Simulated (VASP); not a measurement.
# ZnS in VASP: further runs, part 2 of 3

VASP 6.6.1. Earlier steps stand in the parts before.

**3. Dielectric tensor, r2SCAN (uniaxial z strain -2.0%)**

Contents of INCAR:

```
  PREC = Accurate
  ENCUT = 520
  EDIFF = 1E-8
  ISMEAR = 0
  SIGMA = 0.01
  LREAL = F
  LASPH = T
  NELM = 80
  ALGO = Normal
  ISIF = 2
  LWAVE = F
  LCHARG = F
  METAGGA = R2SCAN
  LMIXTAU = T
  LCALCEPS = T
```

Contents of KPOINTS:

```
regular mesh
0
Gamma
  6 6 6
```

Contents of POSCAR:

```
ZnS
1.0
    0.0000000000      2.6940858315      2.6402041149
    2.6940858315      0.0000000000      2.6402041149
    2.6940858315      2.6940858315      0.0000000000
Zn S
1 1
Direct
    0.0000000000      0.0000000000      0.0000000000
    0.2500000000      0.2500000000      0.2500000000
```

Potentials or basis: VASP PAW PBE potentials, release 64 (Zn, S).

Started as:

```bash
$ cat potpaw_PBE.64/Zn/POTCAR potpaw_PBE.64/S/POTCAR > POTCAR
$ mpirun -np 1 vasp_std > vasp.out
```

OUTCAR:

```text
PREC = Accurate
   ENCUT = 520
   EDIFF = 1E-8
   ISMEAR = 0
   LREAL = F
   LASPH = T
   NELM = 80
   ISIF = 2
   METAGGA = R2SCAN

 ion  position               nearest neighbor table
   1  0.000  0.000  0.000-   2 2.32   2 2.32   2 2.32   2 2.32
   2  0.250  0.250  0.250-   1 2.32   1 2.32   1 2.32   1 2.32

  LATTYP: Found a body centered tetragonal cell.
 ALAT       =     3.8100127211
 C/A-ratio  =     1.3859292911

  Lattice vectors:

[... 604 lines left out ...]
    3     0.00000     0.00000     1.92821
 ion    2
    1    -1.98004    -0.00000     0.00000
    2     0.00000    -1.98004     0.00000
    3     0.00000     0.00000    -1.92821

  FORCE on cell =-STRESS in cart. coord.  units (eV):
  Direction    XX          YY          ZZ          XY          YZ          ZX
  --------------------------------------------------------------------------------------
  -------------------------------------------------------------------------------------
  Total        0.3524760      0.3524760      0.5483481      0.0000000      0.0000000      0.0000000
  in kB       14.7349894     14.7349894     22.9232716      0.0000000      0.0000000      0.0000000
  external PRESSURE =      17.4644168 kB  Pullay stress =       0.0000000 kB

 VOLUME and BASIS-vectors are now :
 -----------------------------------------------------------------------------
  energy-cutoff  :      520.00
  volume of cell :       38.33
      direct lattice vectors                 reciprocal lattice vectors
     0.000000000  2.694085831  2.640204115    -0.185591711  0.185591711  0.189379297
     2.694085831  0.000000000  2.640204115     0.185591711 -0.185591711  0.189379297
     2.694085831  2.694085831  0.000000000     0.185591711  0.185591711 -0.189379297

 POSITION                                       TOTAL-FORCE (eV/Angst)
 -----------------------------------------------------------------------------------
      0.00000      0.00000      0.00000         0.000000      0.000000     -0.000000
      1.34704      1.34704      1.32010        -0.000000     -0.000000      0.000000
 -----------------------------------------------------------------------------------
    total drift:                                0.000005      0.000005      0.000021

  FREE ENERGIE OF THE ION-ELECTRON SYSTEM (eV)
  ---------------------------------------------------
  free  energy   TOTEN  =       -18.8584797831 eV

  energy  without entropy=      -18.8584797831  energy(sigma->0) =      -18.85847978
```

OSZICAR:

```text
N       E                     dE             d eps       ncg     rms          rms(c)
DAV:   1     0.794278480442E+02    0.79428E+02   -0.95460E+03   780   0.171E+03
DAV:   2    -0.153776443644E+02   -0.94805E+02   -0.90243E+02   840   0.301E+02
[... 13 lines left out ...]
DMP:   9    -0.188584796669E+02   -0.12057E-06   -0.96203E-07   884   0.201E-06   0.752E-07
DMP:  10    -0.188584797191E+02   -0.52208E-07   -0.48618E-07   884   0.112E-06   0.184E-07
DMP:  11    -0.188584797463E+02   -0.27184E-07   -0.30186E-07   884   0.661E-07   0.181E-07
DMP:  12    -0.188584797649E+02   -0.18668E-07   -0.18333E-07   884   0.355E-07   0.199E-07
DMP:  13    -0.188584797768E+02   -0.11912E-07   -0.98284E-08   884   0.176E-07   0.134E-07
DMP:  14    -0.188584797831E+02   -0.62789E-08   -0.50606E-08   884   0.909E-08   0.686E-08
   1 F= -.18858480E+02 E0= -.18858480E+02  d E =-.493602E-37
```

Run time: 17 min. Hardware: 1 thread of Intel Xeon 6975P-C (Granite Rapids), shared host; peak memory 0.35 GiB.

What came out:

| Quantity | Value |
| --- | --- |
| Band gap on the k mesh | 2.76 eV, direct |
| Electronic dielectric tensor (diagonal) | 5.37, 5.37, 5.30 |
| Born charges (mean of the diagonal) | Zn +1.96; S -1.96 e |

Levels at points of the mesh, in eV from the valence-band top:
```
           k point  band 6  band 7  band 8  band 9  band 10  band 11  band 12  band 13
(0.00, 0.00, 0.00)   -6.08   -0.07   -0.07    0.00     2.76     6.83     6.83     6.83
(0.50, 0.00, 0.00)   -5.88   -5.64   -1.04   -0.92     3.82     7.23     7.43     9.49
(0.50, 0.50, 0.00)   -5.84   -4.70   -2.51   -2.51     3.54     4.29    12.11    12.95
(0.50, 0.00, 0.50)   -5.87   -4.82   -2.42   -2.38     3.65     4.50    11.86    12.90
```

Electronic dielectric tensor:
```
5.37 0.00 0.00
0.00 5.37 0.00
0.00 0.00 5.30
```

Born effective charge tensors (e):
atom 1, Zn
```
1.98 0.00 0.00
0.00 1.98 0.00
0.00 0.00 1.93
```
atom 2, S
```
-1.98  0.00  0.00
 0.00 -1.98  0.00
 0.00  0.00 -1.93
```

Dipole moments of the cell (e·Å, modulo the quantum): ionic 8.082, 8.082, 7.921; electronic 0.004, 0.004, 0.013

Caveat: the cell differs from its parent crystal (uniaxial z strain -2.0%); the PAW data sets were made with another functional, which shifts forces and pressure a little.

**4. Dielectric tensor, r2SCAN (uniaxial z strain -1.0%)**

Contents of INCAR:

```
SYSTEM = ZnS
PREC = Accurate ; ENCUT = 520
EDIFF = 1E-8 ; ISMEAR = 0
SIGMA = 0.01 ; LREAL = .FALSE.
LASPH = .TRUE. ; NELM = 100
ALGO = Normal ; ISIF = 2
LWAVE = .FALSE. ; LCHARG = .FALSE.
METAGGA = R2SCAN ; LMIXTAU = .TRUE.
LCALCEPS = .TRUE.
```

Contents of KPOINTS:

```
Automatic mesh
0
G
  6 6 6
  0 0 0
```

Contents of POSCAR:

```
ZnS
1.0
    0.0000000000      2.6940858315      2.6671449732
    2.6940858315      0.0000000000      2.6671449732
    2.6940858315      2.6940858315      0.0000000000
Zn S
1 1
Direct
    0.0000000000      0.0000000000      0.0000000000
    0.2500000000      0.2500000000      0.2500000000
```

Potentials or basis: VASP PAW PBE potentials, release 64 (Zn, S).

Started as:

```bash
$ cat potpaw_PBE.64/Zn/POTCAR potpaw_PBE.64/S/POTCAR > POTCAR
$ mpirun -np 1 vasp_std > vasp.out
```

OUTCAR:

```text
SYSTEM = ZnS
   PREC = Accurate
   ENCUT = 520
   EDIFF = 1E-8
   ISMEAR = 0
   LREAL = .FALSE.
   LASPH = .TRUE.
   NELM = 100
   ISIF = 2
   METAGGA = R2SCAN

 ion  position               nearest neighbor table
   1  0.000  0.000  0.000-   2 2.33   2 2.33   2 2.33   2 2.33
   2  0.250  0.250  0.250-   1 2.33   1 2.33   1 2.33   1 2.33

  LATTYP: Found a body centered tetragonal cell.
 ALAT       =     3.8100127211
 C/A-ratio  =     1.4000714268

  Lattice vectors:

 A1 = (   0.0000000000,  -2.6940858315,  -2.6671449732)
 A2 = (   0.0000000000,   2.6940858315,  -2.6671449732)
 A3 = (   2.6940858315,   0.0000000000,   2.6671449732)

Analysis of symmetry for initial positions (statically):
=====================================================================
 Subroutine PRICEL returns:
 Original cell was already a primitive cell.

 Routine SETGRP: Setting up the symmetry group for a
 body centered tetragonal supercell.

 Subroutine GETGRP returns: Found  8 space group operations
 (whereof  8 operations were pure point group operations)
 out of a pool of 16 trial point group operations.

The static configuration has the point symmetry D_2d.

Analysis of symmetry for dynamics (positions and initial velocities):
=====================================================================
 Subroutine PRICEL returns:
 Original cell was already a primitive cell.

 Routine SETGRP: Setting up the symmetry group for a
 body centered tetragonal supercell.

 Subroutine GETGRP returns: Found  8 space group operations
 (whereof  8 operations were pure point group operations)
 out of a pool of 16 trial point group operations.

The dynamic configuration has the point symmetry D_2d.

[... 530 lines left out ...]
      7      -2.4769      2.00000
      8      -0.6978      2.00000
      9       0.0015      2.00000
     10   10000.0000      0.00000
     11   10000.0000      0.00000
     12   10000.0000      0.00000
     13   10000.0000      0.00000

 [... further k-points ...]

------------------------ aborting loop because EDIFF is reached ----------------------------------------

            Ionic dipole moment: p[ion]=(     8.08226     8.08226     8.00143 ) |e| Angst

 Total electronic dipole moment: p[elc]=(     0.00407     0.00407     0.01327 ) |e| Angst

 MACROSCOPIC STATIC DIELECTRIC TENSOR (including local field effects)
 ------------------------------------------------------
           5.353193     0.000000     0.000000
           0.000000     5.353193     0.000000
          -0.000000    -0.000000     5.317627
 ------------------------------------------------------

 PIEZOELECTRIC TENSOR (including local field effects) (e Angst)
          XX          YY          ZZ          XY          YZ          ZX
  --------------------------------------------------------------------------------
  x     0.00000     0.00000     0.00000     0.00000    -1.56522     0.00000
  y     0.00000     0.00000     0.00000     0.00000     0.00000    -1.56521
  z     0.00000     0.00000     0.00000    -1.59786     0.00000     0.00000

 PIEZOELECTRIC TENSOR (including local field effects) (C/m^2)
          XX          YY          ZZ          XY          YZ          ZX
  --------------------------------------------------------------------------------
  x     0.00000     0.00000     0.00000     0.00000    -0.64772     0.00000
  y     0.00000     0.00000     0.00000     0.00000     0.00000    -0.64772
  z     0.00000     0.00000     0.00000    -0.66122     0.00000     0.00000

 BORN EFFECTIVE CHARGES (including local field effects) (in |e|, cummulative output)
 ---------------------------------------------------------------------------------
 ion    1
    1     1.98372     0.00000     0.00000
    2     0.00000     1.98372     0.00000
    3     0.00000     0.00000     1.95811
 ion    2
    1    -1.98372     0.00000     0.00000
    2     0.00000    -1.98372     0.00000
    3     0.00000     0.00000    -1.95811

  FORCE on cell =-STRESS in cart. coord.  units (eV):
  Direction    XX          YY          ZZ          XY          YZ          ZX
  --------------------------------------------------------------------------------------
  -------------------------------------------------------------------------------------
  Total        0.1831005      0.1831005      0.2776733      0.0000000     -0.0000000      0.0000000
  in kB        7.5770605      7.5770605     11.4906659      0.0000000     -0.0000000      0.0000000
  external PRESSURE =       8.8815956 kB  Pullay stress =       0.0000000 kB

 VOLUME and BASIS-vectors are now :
 -----------------------------------------------------------------------------
  energy-cutoff  :      520.00
  volume of cell :       38.72
      direct lattice vectors                 reciprocal lattice vectors
     0.000000000  2.694085831  2.667144973    -0.185591711  0.185591711  0.187466375
     2.694085831  0.000000000  2.667144973     0.185591711 -0.185591711  0.187466375
     2.694085831  2.694085831  0.000000000     0.185591711  0.185591711 -0.187466375

 POSITION                                       TOTAL-FORCE (eV/Angst)
 -----------------------------------------------------------------------------------
      0.00000      0.00000      0.00000        -0.000000     -0.000000      0.000000
      1.34704      1.34704      1.33357         0.000000      0.000000     -0.000000
 -----------------------------------------------------------------------------------
    total drift:                                0.000013      0.000013      0.000005

  FREE ENERGIE OF THE ION-ELECTRON SYSTEM (eV)
  ---------------------------------------------------
  free  energy   TOTEN  =       -18.8625723281 eV

  energy  without entropy=      -18.8625723281  energy(sigma->0) =      -18.86257233
```

stdout:

```text
POSCAR found type information on POSCAR ZnS
 POSCAR found :  2 types and       2 ions
 scaLAPACK will be used
 -----------------------------------------------------------------------------
|                                                                             |
[... 104 lines left out ...]
dp_tot=(  0.441E-05  0.434E-05  0.930E-02 )  diag[e(oo)]=(    ---      ---    5.34649 )
 p_tot=(  0.809E+01  0.809E+01  0.801E+01 )
dp_tot=(  0.438E-05  0.431E-05  0.927E-02 )  diag[e(oo)]=(    ---      ---    5.33199 )
 p_tot=(  0.809E+01  0.809E+01  0.801E+01 )
dp_tot=(  0.436E-05  0.430E-05  0.925E-02 )  diag[e(oo)]=(    ---      ---    5.32235 )
 final diagonalization full
 p_tot=(  0.809E+01  0.809E+01  0.801E+01 )
dp_tot=(  0.436E-05  0.430E-05  0.924E-02 )  diag[e(oo)]=(    ---      ---    5.31763 )
```

It took 15 min on 1 thread of Intel Xeon 6975P-C (Granite Rapids), shared host; peak memory 0.36 GiB.

Results:

| Item | Value |
| --- | --- |
| Band gap on the k mesh | 2.74 eV, direct |
| Electronic dielectric tensor (diagonal) | 5.35, 5.35, 5.32 |
| Born charges (mean of the diagonal) | Zn +1.98; S -1.98 e |

Levels at points of the mesh, in eV from the valence-band top:
| k point | band 5 | band 6 | band 7 | band 8 | band 9 | band 10 | band 11 | band 12 | band 13 |
| --- | --- | --- | --- | --- | --- | --- | --- | --- | --- |
| (0.00, 0.00, 0.00) | -6.03 | -6.03 | -0.04 | -0.04 | 0.00 | 2.74 | 6.86 | 6.86 | 6.86 |
| (0.50, 0.00, 0.00) | -6.00 | -5.83 | -5.55 | -0.97 | -0.91 | 3.83 | 7.31 | 7.40 | 9.47 |
| (0.50, 0.50, 0.00) | -5.95 | -5.80 | -4.67 | -2.41 | -2.41 | 3.62 | 4.39 | 11.97 | 12.92 |
| (0.50, 0.00, 0.50) | -5.95 | -5.82 | -4.73 | -2.37 | -2.35 | 3.68 | 4.49 | 11.84 | 12.90 |

Electronic dielectric tensor:
```
5.35 0.00 0.00
0.00 5.35 0.00
0.00 0.00 5.32
```

Born effective charge tensors (e):
atom 1, Zn
```
1.98 0.00 0.00
0.00 1.98 0.00
0.00 0.00 1.96
```
atom 2, S
```
-1.98  0.00  0.00
 0.00 -1.98  0.00
 0.00  0.00 -1.96
```

Dipole moments of the cell (e·Å, modulo the quantum): ionic 8.082, 8.082, 8.001; electronic 0.004, 0.004, 0.013

Caveat: the cell differs from its parent crystal (uniaxial z strain -1.0%); the PAW data sets were made with another functional, which shifts forces and pressure a little.

(Part 2 of 3 ends here.)
